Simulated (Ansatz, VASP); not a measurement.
## B4C3 in VASP and in Ansatz

```
B C
1.0
     6.82719    0.00000    0.00000
    -3.41360    5.91252    0.00000
     0.00000    0.00000    2.73338
B C
8 6
Direct
  0.66667 0.33333 0.75000
  0.33333 0.66667 0.25000
  0.67512 0.98228 0.75000
  0.69285 0.67512 0.25000
  0.98228 0.30715 0.25000
  0.01772 0.69285 0.75000
  0.32488 0.01772 0.25000
  0.30715 0.32488 0.75000
  0.84876 0.24961 0.75000
  0.59915 0.84876 0.25000
  0.24961 0.40085 0.25000
  0.75039 0.59915 0.75000
  0.40085 0.15124 0.75000
  0.15124 0.75039 0.25000
```

Alike in both runs: functional PBE; k mesh 6 × 6 × 10; occupations gaussian, width 0.02 eV; no spin polarisation.

Ansatz relaxed the structure, and its values are those at the end. VASP's run is a single point on that final structure, the one shown.

```csv
,VASP,Ansatz
version,VASP 6.6.1,Ansatz 0.2.0
potentials or method,"VASP PAW PBE potentials, release 64 (B, C), cutoff 520 eV","scalar-relativistic, plane waves, PAW"
valence electrons in the cell,48,48
```

```tsv
	VASP	Ansatz	Ansatz less VASP
gap on the k mesh at the Fermi level (eV)	0.69	0.69	+0.002
least direct gap on the mesh (eV)	2.24	2.24	+0.002
pressure (GPa)	0.2	0.0	-0.17
```
